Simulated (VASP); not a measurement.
Here is a VASP 6.6.1 calculation.

File POSCAR:

```
Au
1.0
    0.0000000000      2.0703924997      2.0703924997
    2.0703924997      0.0000000000      2.0703924997
    2.0703924997      2.0703924997      0.0000000000
Au
1
Direct
    0.0000000000      0.0000000000      0.0000000000
```

Contents of INCAR.step1:

```
ALGO = Normal
EDIFF = 1E-5
ENCUT = 520
GGA = PE
ISIF = 2
ISMEAR = -1
LASPH = True
LCHARG = False
LREAL = False
LWAVE = True
NBANDS = 12
NELM = 100
PREC = Accurate
SIGMA = 0.05
```

File INCAR.step2:

```
AEXX = 0.25
ALGO = Normal
EDIFF = 1E-6
ENCUT = 520
GGA = PE
HFSCREEN = 0.3
ISIF = 2
ISMEAR = -1
ISTART = 1
LASPH = True
LCHARG = False
LHFCALC = True
LREAL = False
LWAVE = False
NBANDS = 12
NELM = 100
PREC = Accurate
PRECFOCK = Normal
SIGMA = 0.05
```

KPOINTS

```
k-points
0
Gamma
  6 6 6
```

Potentials or basis: VASP PAW PBE potentials, release 64 (Au).

Command:

```sh
$ cat potpaw_PBE.64/Au/POTCAR > POTCAR
$ cp INCAR.step1 INCAR
$ mpirun -np 1 vasp_std > vasp.out
$ cp INCAR.step2 INCAR
$ mpirun -np 1 vasp_std > vasp.out
```

**Question.** What does it give for the band gap on the k mesh?

**Answer.** Zero (an odd number of electrons rules out a gap without spin polarisation).

**Question.** Predict the pressure.

**Answer.** 0.0 GPa.

Caveat: the k points lie up to 0.44 Å⁻¹ apart, too coarse for converged energies and pressures of a metal; the PAW data sets were made with another functional, which shifts forces and pressure a little; spin-orbit coupling is left out, which moves the levels of the heavy elements.
